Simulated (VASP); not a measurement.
Wanted: the native input for a VASP 6.6.1 run.

```
Task                   : single point
Functional             : PBE
Dispersion             : D3(BJ)
Potentials or basis    : VASP PAW PBE potentials, release 64 (Sn_d, Se)
Cutoff                 : 520 eV
k mesh                 : 7 × 7 × 7
Occupations            : fermi-dirac, width 0.05 eV
Spin                   : no spin polarisation
Dipole correction      : no
Further INCAR settings : ALGO = Normal; EDIFF = 1e-06; NBANDS = 17
```

The structure of SnSe lies in POSCAR:

```
SnSe
1.0
    0.0000000000      3.3679041072      3.3679041072
    3.3679041072      0.0000000000      3.3679041072
    3.3679041072      3.3679041072      0.0000000000
Sn Se
1 1
Direct
    0.0000000000      0.0000000000      0.0000000000
    0.7500000000      0.7500000000      0.7500000000
```

One way to write it, as run:

INCAR

```
SYSTEM = SnSe
ALGO = Normal
EDIFF = 1E-6
ENCUT = 520
GGA = PE
ISIF = 2
ISMEAR = -1
IVDW = 12
LASPH = .True.
LCHARG = .False.
LREAL = .False.
LWAVE = .False.
NBANDS = 17
NELM = 80
PREC = Accurate
SIGMA = 0.05
```

KPOINTS

```
k-points
0
Gamma
  7 7 7
  0 0 0
```

Potentials or basis: VASP PAW PBE potentials, release 64 (Sn_d, Se).

Launch:

```sh
$ cat potpaw_PBE.64/Sn_d/POTCAR potpaw_PBE.64/Se/POTCAR > POTCAR
$ mpirun -np 1 vasp_std > vasp.out
```

It gave:

```yaml
Pressure: 0.0 GPa
Band_gap_on_the_k_mesh: 0.25 eV, indirect (least direct gap 0.70 eV)
Dispersion_energy_per_atom: -0.260 eV
```

Caveat: spin-orbit coupling is left out, which moves the levels of the heavy elements.

Run time: 13 s on 1 thread of Intel(R) Xeon(R) 6975P-C (Granite Rapids), on a shared host, peak memory 0.21 GiB.
